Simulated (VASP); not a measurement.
Crystal: Sr.

```
Sr
1.0
     3.75245    0.00000    0.00000
     0.00000    3.75245    0.00000
     0.00000    0.00000    3.75245
Sr
1
Direct
  0.00000 0.00000 0.00000
```

```yaml
Program: VASP 6.6.1
Task: relaxation of cell and atoms
Functional: LDA
Potentials_or_basis: VASP PAW LDA potentials, release 64 (Sr_sv)
Cutoff: 600 eV
k_mesh: 10 × 10 × 10
Occupations: fermi-dirac, width 0.05 eV
Spin: no spin polarisation
```

At the start: pressure -0.6 GPa; volume 52.84 Å³/atom.

How do energy, volume and symmetry change on relaxing?

Over 4 steps the energy falls by 9.8 meV/atom and the volume is 48.31 Å³/atom (-8.6 %); space group Pm-3m (No. 221, to 0.05 Å).

Step by step:
| step | energy change (eV) | largest force (eV/Å) | pressure (GPa) | volume (Å³) |
| --- | --- | --- | --- | --- |
| 1 | 0.0000 | 0.0000 | -0.63 | 52.84 |
| 2 | -0.0053 | 0.0000 | -0.46 | 51.27 |
| 3 | -0.0096 | 0.0000 | 0.13 | 47.56 |
| 4 | -0.0098 | 0.0000 | -0.01 | 48.31 |

Final structure:
```
CELL_PARAMETERS angstrom
3.64207 0.00000 0.00000
0.00000 3.64207 0.00000
0.00000 0.00000 3.64207
ATOMIC_POSITIONS crystal
Sr 0.00000 0.00000 0.00000
```
